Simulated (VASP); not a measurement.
Ge: single point with PBE+D3(BJ)

System: Ge, a slab with vacuum.

```
CELL_PARAMETERS angstrom
4.02269 0.00000 0.00000
-2.01134 3.48375 0.00000
0.00000 0.00000 18.86852
ATOMIC_POSITIONS crystal
Ge 0.33333 0.66667 0.27476
Ge 0.66667 0.33333 0.23849
Ge 0.66667 0.33333 0.51507
Ge 0.00000 0.00000 0.47880
```

This cell differs from its parent crystal: layers slid over each other.

```json
{
  "Program": "VASP 6.6.1",
  "Task": "single point",
  "Functional": "PBE",
  "Dispersion": "D3(BJ)",
  "Potentials or basis": "VASP PAW PBE potentials, release 64 (Ge_d)",
  "Cutoff": "520 eV",
  "k mesh": "9 × 9 × 1",
  "Occupations": "gaussian, width 0.1 eV",
  "Spin": "no spin polarisation",
  "Dipole correction": "yes",
  "Further INCAR settings": "ALGO = Normal; EDIFF = 1e-06; NBANDS = 36"
}
```

```
Largest force              : 0.124 eV/Å
Band gap on the k mesh     : zero (filled and empty bands touch)
Dispersion energy per atom : -0.202 eV
```

Forces in eV/Å, atoms in the order of the input:
```
Ge   0.000  0.000  0.124
Ge   0.000  0.000  0.025
Ge   0.000  0.000 -0.025
Ge   0.000  0.000 -0.124
```

Levels at points of the mesh, in eV from the Fermi level:
```
           k point  band 25  band 26  band 27  band 28  band 29  band 30  band 31  band 32
(0.00, 0.00, 0.00)    -0.41    -0.41    -0.41    -0.41     0.52     0.72     2.03     3.35
```

It took 93 s on 1 thread of AMD EPYC 9R45 96-Core Processor (Zen 5), on a shared host, peak memory 0.35 GiB.

Caveat: the cell differs from its parent crystal (layers slid over each other).
